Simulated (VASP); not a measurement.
# H in VASP: settings compared

The runs below take H through single point, with PBE+D4, r2SCAN+rVV10, r2SCAN, HSE06+D3(BJ).

All numbers are computed with VASP 6.6.1; they aren't measurements. Logs are shortened: lines on timing, memory, paths and dates and some standing lists are left out, and cuts for length are marked.

**1. The cell of the first run**

The cell holds a molecule in a box, 1 atom: a = 10.500 Å, b = 11.000 Å, c = 11.500 Å, α = 90.00°, β = 90.00°, γ = 90.00°.

**2. Single point, PBE+D4, collinear spin**

Input file INCAR:

```
PREC = Accurate
ENCUT = 400
EDIFF = 1E-6
ISMEAR = 0
SIGMA = 0.005
LREAL = False
LASPH = True
NELM = 200
ALGO = Normal
ISIF = 2
LWAVE = False
LCHARG = False
ISPIN = 2
MAGMOM = 1.1
LORBIT = 11
GGA = PE
IVDW = 13
NBANDS = 10
GGA_COMPAT = False
NELMDL = -8
```

Input file KPOINTS:

```
Automatic mesh
0
Gamma
  1 1 1
```

Input file POSCAR:

```
H
1.0
   10.5000000000      0.0000000000      0.0000000000
    0.0000000000     11.0000000000      0.0000000000
    0.0000000000      0.0000000000     11.5000000000
H
1
Direct
    0.5000000000      0.5045454500      0.5000000000
```

Potentials or basis: VASP PAW PBE potentials, release 64 (H).

The run is started by

```bash
$ cat potpaw_PBE.64/H/POTCAR > POTCAR
$ mpirun -np 1 vasp_gam > vasp.out
```

OUTCAR:

```text
PREC = Accurate
   ENCUT = 400
   EDIFF = 1E-6
   ISMEAR = 0
   LREAL = False
   LASPH = True
   NELM = 200
   ISIF = 2
   ISPIN = 2
   LORBIT = 11
   GGA = PE
   IVDW = 13
   NELMDL = -8

 ion  position               nearest neighbor table
   1  0.500  0.505  0.500-

  LATTYP: Found a simple orthorhombic cell.
 ALAT       =    10.5000000000
 B/A-ratio  =     1.0476190476
 C/A-ratio  =     1.0952380952

  Lattice vectors:

 A1 = (  10.5000000000,   0.0000000000,   0.0000000000)
 A2 = (   0.0000000000,  11.0000000000,   0.0000000000)
 A3 = (   0.0000000000,   0.0000000000,  11.5000000000)

Analysis of symmetry for initial positions (statically):
=====================================================================
 Subroutine PRICEL returns:
 Original cell was already a primitive cell.

 Routine SETGRP: Setting up the symmetry group for a
 simple orthorhombic supercell.

 Subroutine GETGRP returns: Found  8 space group operations
 (whereof  4 operations were pure point group operations)
 out of a pool of  8 trial point group operations.

The static configuration has the point symmetry C_2v.
 The point group associated with its full space group is D_2h.

Analysis of symmetry for dynamics (positions and initial velocities):
=====================================================================
 Subroutine PRICEL returns:
 Original cell was already a primitive cell.

 Routine SETGRP: Setting up the symmetry group for a
 simple orthorhombic supercell.

 Subroutine GETGRP returns: Found  8 space group operations
 (whereof  4 operations were pure point group operations)
 out of a pool of  8 trial point group operations.

The dynamic configuration has the point symmetry C_2v.
 The point group associated with its full space group is D_2h.

Analysis of structural, dynamic, and magnetic symmetry:
=====================================================================
 Subroutine PRICEL returns:
 Original cell was already a primitive cell.

 Routine SETGRP: Setting up the symmetry group for a
 simple orthorhombic supercell.

 Subroutine GETGRP returns: Found  8 space group operations
 (whereof  4 operations were pure point group operations)
 out of a pool of  8 trial point group operations.

The overall configuration has the point symmetry C_2v.
 The point group associated with its full space group is D_2h.

 Subroutine INISYM returns: Found  8 space group operations
 (whereof  4 operations are pure point group operations),
 and found     1 'primitive' translations

----------------------------------------------------------------------------------------

                                     Primitive cell

  volume of cell :    1328.2500

  direct lattice vectors                    reciprocal lattice vectors
    10.500000000  0.000000000  0.000000000     0.095238095  0.000000000  0.000000000
     0.000000000 11.000000000  0.000000000     0.000000000  0.090909091  0.000000000
     0.000000000  0.000000000 11.500000000     0.000000000  0.000000000  0.086956522

  length of vectors
    10.500000000 11.000000000 11.500000000     0.095238095  0.090909091  0.086956522

  position of ions in fractional coordinates (direct lattice)
     0.500000000  0.504545450  0.500000000

  ion indices of the primitive-cell ions
   primitive index   ion index
                 1           1

----------------------------------------------------------------------------------------

 KPOINTS: Automatic mesh

Automatic generation of k-mesh.
 Grid dimensions read from file:
 generate k-points for:    1    1    1

 Generating k-lattice:

  Cartesian coordinates                     Fractional coordinates (reciprocal lattice)
     0.095238095  0.000000000  0.000000000     1.000000000  0.000000000  0.000000000
     0.000000000  0.090909091  0.000000000     0.000000000  1.000000000  0.000000000
     0.000000000  0.000000000  0.086956522     0.000000000  0.000000000  1.000000000

  Length of vectors
     0.095238095  0.090909091  0.086956522

  Shift w.r.t. Gamma in fractional coordinates (k-lattice)
     0.000000000  0.000000000  0.000000000

 Subroutine IBZKPT returns following result:
 ===========================================

 Found      1 irreducible k-points:

 Following reciprocal coordinates:
            Coordinates               Weight
  0.000000  0.000000  0.000000      1.000000
   k-points           NKPTS =      1   k-points in BZ     NKDIM =      1   number of bands    NBANDS=     10
   number of dos      NEDOS =    301   number of ions     NIONS =      1
   total plane-waves  NPLWV = 403200
   dimension x,y,z NGX =    70 NGY =   72 NGZ =   80
   dimension x,y,z NGXF=   140 NGYF=  144 NGZF=  160
   ions per type =               1
   NGX,Y,Z   is equivalent  to a cutoff of  11.08, 10.88, 11.56 a.u.
   NGXF,Y,Z  is equivalent  to a cutoff of  22.17, 21.76, 23.13 a.u.
 SYSTEM =  unknown system
   PREC   = accura    normal or accurate (medium, high low for compatibility)
   ISTART =      0    job   : 0-new  1-cont  2-samecut
   ICHARG =      2    charge: 1-file 2-atom 10-const
   ISPIN  =      2    spin polarized calculation?
   LNONCOLLINEAR =      F non collinear calculations
   LSORBIT =      F    spin-orbit coupling
   LASPH  =      T    aspherical Exc in radial PAW
   ENCUT  =  400.0 eV  29.40 Ry    5.42 a.u.  17.12 17.94 18.75*2*pi/ulx,y,z
   NELM   =    200;   NELMIN=  2; NELMDL= -8     # of ELM steps
   EDIFF  = 0.1E-05   stopping-criterion for ELM
   LREAL  =      F    real-space projection
   EDIFFG = 0.1E-04   stopping-criterion for IOM
   NSW    =      0    number of steps for IOM
   IBRION =     -1    ionic relax: 0-MD 1-quasi-New 2-CG
   NFREE  =      0    steps in history (QN), initial steepest desc. (CG)
   ISIF   =      2    stress and relaxation
   ISYM   =      2    0-nonsym 1-usesym 2-fastsym
   POTIM  = 0.5000    time-step for ionic-motion
   TEBEG  =    0.0;   TEEND  =   0.0 temperature during run
   PSTRESS=    0.0 pullay stress
   NELECT =       1.0000    total number of electrons
   NUPDOWN=      -1.0000    fix difference up-down
   EMIN   =  10.00;   EMAX   =-10.00  energy-range for DOS
   EFERMI =   0.00;   METHOD = LEGACY
   ISMEAR =     0;   SIGMA  =   0.01  broadening in eV -4-tet -1-fermi 0-gaus
   EFERMI_NEDOS =   21; number of points for ismear=-14 and -15
   IALGO  =     38    algorithm
   IMIX   =      4    mixing-type and parameters
     AMIX     =   0.40;   BMIX     =  1.00
     AMIX_MAG =   1.60;   BMIX_MAG =  1.00
  volume/ion in A,a.u.               =    1328.25      8963.47
  Fermi-wavevector in a.u.,A,eV,Ry     =   0.148930  0.281436  0.301778  0.022180
  Thomas-Fermi vector in A             =   0.822895
   LORBIT       =     11    0 simple, 1 ext, 2 COOP (PROOUT), +10 PAW based schemes
   GGA     = PE    functional components
   LHFCALC =     F    Hartree Fock is set to
   AEXX    =    0.0000 exact exchange contribution
   IVDW    =    13    specifies the selected vdW correction
   LEPSILON=     F    determine dielectric tensor
   LRPA    =     F    only Hartree local field effects (RPA)
 spin polarized calculation
 Gauss-broadening in eV      SIGMA  =   0.01
  energy-cutoff  :      400.00
  volume of cell :     1328.25
 maximum number of plane-waves:     12033
 NGX is ok and might be reduce to    70
   NGX = 35   NGY = 35   NGZ = 37

 number of electron       1.0000001 magnetization       0.9999998

 Free energy of the ion-electron system (eV)
  ---------------------------------------------------
  ext. energy  EPLUGINS =         0.00000000
  ---------------------------------------------------
  free energy    TOTEN  =        -1.11572000 eV

  energy without entropy =       -1.11572000  energy(sigma->0) =       -1.11572000

 E-fermi :  -7.5165     XC(G=0):  -0.1191

 val. band max:       -7.5709719758   @ k =   0.0000   0.0000   0.0000
 cond. band min:      -0.2101638684   @ k =   0.0000   0.0000   0.0000
 fundamental gap:      7.3608081074
 Fermi energy:        -7.5164509039

 spin component 1

 k-point     1 :       0.0000    0.0000    0.0000
  band No.  band energies     occupation
      1      -7.5710      1.00000
      2      -0.2102      0.00000
      3       0.5726      0.00000
      4       0.6353      0.00000
      5       0.7079      0.00000
      6       0.9694      0.00000
      7       1.0767      0.00000
      8       1.1934      0.00000
      9       1.7552      0.00000
     10       1.7947      0.00000
 Fermi energy:        -7.5164509039

 spin component 2

 k-point     1 :       0.0000    0.0000    0.0000
  band No.  band energies     occupation
      1       0.0518      0.00000
      2       1.1664      0.00000
      3       1.1759      0.00000
      4       1.2731      0.00000
      5       1.3048      0.00000
      6       1.3959      0.00000
      7       1.4869      0.00000
      8       2.4005      0.00000
      9       2.4146      0.00000
     10       2.4176      0.00000

------------------------ aborting loop because EDIFF is reached ----------------------------------------

  DFT-D4 for vdW energy calculation

  Edisp (eV):   -0.00001

  FORCE on cell =-STRESS in cart. coord.  units (eV):
  Direction    XX          YY          ZZ          XY          YZ          ZX
  --------------------------------------------------------------------------------------
  -------------------------------------------------------------------------------------
  Total      -0.04602    -0.04609    -0.04602     0.00000     0.00000     0.00000
  in kB      -0.05551    -0.05560    -0.05551     0.00000     0.00000     0.00000
  external pressure =       -0.06 kB  Pullay stress =        0.00 kB

 VOLUME and BASIS-vectors are now :
 -----------------------------------------------------------------------------
  energy-cutoff  :      400.00
  volume of cell :     1328.25
      direct lattice vectors                 reciprocal lattice vectors
    10.500000000  0.000000000  0.000000000     0.095238095  0.000000000  0.000000000
     0.000000000 11.000000000  0.000000000     0.000000000  0.090909091  0.000000000
     0.000000000  0.000000000 11.500000000     0.000000000  0.000000000  0.086956522

 POSITION                                       TOTAL-FORCE (eV/Angst)
 -----------------------------------------------------------------------------------
      5.25000      5.55000      5.75000         0.000000     -0.000000      0.000000
 -----------------------------------------------------------------------------------
    total drift:                                0.000000     -0.000002     -0.000000

  FREE ENERGIE OF THE ION-ELECTRON SYSTEM (eV)
  ---------------------------------------------------
  free  energy   TOTEN  =        -1.1157310319 eV

  energy  without entropy=       -1.1157310319  energy(sigma->0) =       -1.11573103

 total charge

# of ion       s       p       d       tot
------------------------------------------
    1        0.381   0.000   0.000   0.381

 magnetization (x)

# of ion       s       p       d       tot
------------------------------------------
    1        0.381   0.000   0.000   0.381
```

It took 92 s on 1 thread of Intel Xeon 6975P-C (Granite Rapids), shared host; peak memory 1 GiB.

What came out:

* Free energy: -1.1157 eV
* Gap between the frontier levels: 7.36 eV
* Net moment: 1.00 μB per cell
* Site moments: H +0.38 μB
* Valence electrons inside the program's atomic spheres: H 0.38
* Dispersion energy per atom: 0.000 eV

(Part 1 of 2 ends here.)
